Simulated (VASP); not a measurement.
Wanted: the native input for a VASP 6.6.1 run.

* Task: single point
* Functional: PBE
* Potentials or basis: VASP PAW PBE potentials, release 64 (Mo_sv, C, O)
* Cutoff: 520 eV
* k mesh: 6 × 6 × 1
* Occupations: gaussian, width 0.1 eV
* Spin: no spin polarisation
* Dipole correction: yes
* Further INCAR settings: ALGO = Normal; EDIFF = 1e-06; NBANDS = 57

The structure of Mo6CO lies in POSCAR:

```
Mo6CO
1.0
    4.4695765303      0.0000000000      0.0000000000
   -2.2347882651      3.8707668194      0.0000000000
    0.0000000000      0.0000000000     22.2595667262
Mo C O
6 1 1
Direct
    0.6666666667      0.3333333333      0.1796980170
    0.3333333333      0.6666666667      0.2206848206
    0.0000000000      0.0000000000      0.2616716241
    0.6666666667      0.3333333333      0.2990464568
    0.3333333333      0.6666666667      0.3355219825
    0.0000000000      0.0000000000      0.3710569405
    0.1666666667      0.3333333333      0.4910053668
    0.2964328752      0.5928657504      0.5170615793
```

These files were run (other wordings do the same):

INCAR

```
PREC = Accurate
ENCUT = 520
EDIFF = 1E-6
ISMEAR = 0
SIGMA = 0.1
LREAL = False
LASPH = True
NELM = 80
ALGO = Normal
ISIF = 2
LWAVE = False
LCHARG = False
LDIPOL = True
IDIPOL = 3
DIPOL = 0.5 0.5 0.334
GGA = PE
NBANDS = 57
```

KPOINTS

```
Automatic mesh
0
Gamma
  6 6 1
```

Potentials or basis: VASP PAW PBE potentials, release 64 (Mo_sv, C, O).

The run is started by

```sh
$ cat potpaw_PBE.64/Mo_sv/POTCAR potpaw_PBE.64/C/POTCAR potpaw_PBE.64/O/POTCAR > POTCAR
$ mpirun -np 1 vasp_std > vasp.out
```

It gave:

```
Largest force          : 1.637 eV/Å
Band gap on the k mesh : zero (bands 47 and 48 overlap by 0.03 eV)
```

Wall time 8.2 min on 1 thread of Intel(R) Xeon(R) 6975P-C (Granite Rapids), with other jobs on the host, peak memory 0.63 GiB.
